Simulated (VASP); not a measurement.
**Ta: single point with PBE**

The system is Ta.

```xyz
1
Lattice="-0.8737 1.7475 1.7475 1.7475 -0.8737 1.7475 1.7475 1.7475 -0.8737" Properties=species:S:1:pos:R:3 pbc="T T T"
Ta    0.0000    0.0000    0.0000
```

This isn't the form of Ta at room conditions, which is bcc.

This cell differs from its parent crystal: ratio of the length along [111] to the lengths across it x 2.0, volume and fractional coordinates fixed.

* Program: VASP 6.6.1
* Task: single point
* Functional: PBE
* Potentials or basis: VASP PAW PBE potentials, release 64 (Ta_pv)
* Cutoff: 520 eV
* k mesh: 22 × 22 × 22
* Occupations: gaussian, width 0.15 eV
* Spin: no spin polarisation
* Dipole correction: no
* Further INCAR settings: ALGO = Normal; EDIFF = 1e-06; NBANDS = 12

```
Pressure               : 26.1 GPa
Band gap on the k mesh : zero (an odd number of electrons rules out a gap without spin polarisation)
```

Levels at points of the mesh, in eV from the Fermi level:
| k point | band 3 | band 4 | band 5 | band 6 | band 7 | band 8 | band 9 | band 10 |
| --- | --- | --- | --- | --- | --- | --- | --- | --- |
| (0.00, 0.00, 0.00) | -32.96 | -7.73 | -3.10 | -3.10 | 7.20 | 7.20 | 7.20 | 14.76 |
| (0.50, 0.00, 0.00) | -32.80 | -3.92 | -1.96 | 0.22 | 2.66 | 2.66 | 7.70 | 11.89 |
| (0.50, 0.50, 0.00) | -32.64 | -4.80 | -1.44 | 3.62 | 3.62 | 6.03 | 6.03 | 10.25 |
| (0.50, 0.50, 0.50) | -34.23 | -2.88 | -2.88 | -2.88 | 7.52 | 10.61 | 10.61 | 13.57 |

Wall time 17 s on 1 thread of Intel(R) Xeon(R) 6975P-C (Granite Rapids), on a shared host, peak memory 0.18 GiB.

Caveat: the cell stands under pressure; spin-orbit coupling is left out, which moves the levels of the heavy elements.
